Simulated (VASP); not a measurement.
Wanted: the native input for a VASP 6.6.1 run.

| Property | Result |
| --- | --- |
| Task | relaxation of cell and atoms |
| Functional | PBE |
| Potentials or basis | VASP PAW PBE potentials, release 64 (Zn, O) |
| Cutoff | 600 eV |
| k mesh | 8 × 8 × 5 |
| Occupations | gaussian, width 0.02 eV |
| Spin | no spin polarisation |
| Dipole correction | no |
| Further INCAR settings | ALGO = Normal; EDIFF = 1e-06; IBRION = 2; EDIFFG = -0.004; NSW = 80; ISIF = 3 |

The structure of ZnO lies in POSCAR:

```
ZnO
1.0
    3.2494000000      0.0000000000      0.0000000000
   -1.6247000000      2.8140629471      0.0000000000
    0.0000000000      0.0000000000      5.2038000000
Zn O
2 2
Direct
    0.3333333333      0.6666666667      0.0000000000
    0.6666666667      0.3333333333      0.5000000000
    0.3333333333      0.6666666667      0.3820000000
    0.6666666667      0.3333333333      0.8820000000
```

One way to write it, as run:

INCAR

```
SYSTEM = ZnO
PREC     = Accurate       ! precision mode
ENCUT    = 600            ! plane-wave cutoff, eV
EDIFF    = 1E-6           ! SCF threshold, eV
ISMEAR   = 0              ! smearing method
SIGMA    = 0.02           ! smearing width, eV
LREAL    = .FALSE.        ! projectors in reciprocal space
LASPH    = .TRUE.         ! aspherical terms in the spheres
NELM     = 80             ! most SCF steps
ALGO     = Normal         ! electronic algorithm
ISIF     = 3              ! what is computed and relaxed
LWAVE    = .FALSE.        ! write WAVECAR
LCHARG   = .FALSE.        ! write CHGCAR
GGA      = PE             ! functional
IBRION   = 2              ! ionic algorithm
NSW      = 80             ! ionic steps
EDIFFG   = -0.004         ! ionic threshold
```

KPOINTS

```
regular mesh
0
G
  8 8 5
  0 0 0
```

Potentials or basis: VASP PAW PBE potentials, release 64 (Zn, O).

Command:

```sh
$ cat potpaw_PBE.64/Zn/POTCAR potpaw_PBE.64/O/POTCAR > POTCAR
$ mpirun -np 1 vasp_std > vasp.out
```

It gave:

* Relaxed volume: 12.40 Å³/atom
* Relaxed cell: a = 3.286 Å, b = 3.286 Å, c = 5.304 Å, α = 90.00°, β = 90.00°, γ = 120.00°
* Space group after relaxing (to 0.1 Å): P6_3mc (No. 186)
* Energy gained by relaxing: 8.9 meV/atom
* Ionic steps: 13
* Pressure after relaxing: 0.0 GPa
* Band gap on the k mesh: 0.72 eV

Wall time 2.8 min on 1 thread of AMD EPYC 7R13 Processor (Zen 3), with other jobs on the host, peak memory 0.17 GiB.
